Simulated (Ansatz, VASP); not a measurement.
InP: VASP beside Ansatz

```
CELL_PARAMETERS angstrom
3.43137 0.00000 0.00000
0.00000 3.43137 0.00000
0.00000 0.00000 3.43137
ATOMIC_POSITIONS crystal
In 0.00000 0.00000 0.00000
P 0.50000 0.50000 0.50000
```

Change from the starting cell: species swapped into the AlFe type (Pm-3m, No. 221).

Alike in both runs: functional PBE; k mesh 6 × 6 × 6; occupations gaussian, width 0.2 eV; no spin polarisation.

Ansatz relaxed the structure, and its values are those at the end. VASP's run is a single point on that final structure, the one shown.

|  | VASP | Ansatz |
| --- | --- | --- |
| version | VASP 6.6.1 | Ansatz 0.2.0 |
| potentials or method | VASP PAW PBE potentials, release 64 (In_d, P), cutoff 500 eV | scalar-relativistic, plane waves, PAW |
| valence electrons in the cell | 18 | 18 |

|  | VASP | Ansatz | Ansatz less VASP |
| --- | --- | --- | --- |
| gap on the k mesh at the Fermi level (eV) | none | none | - |
| pressure (GPa) | 0.4 | 0.5 | +0.05 |

A gap of «none» marks a metal or a gap that the smearing closes.
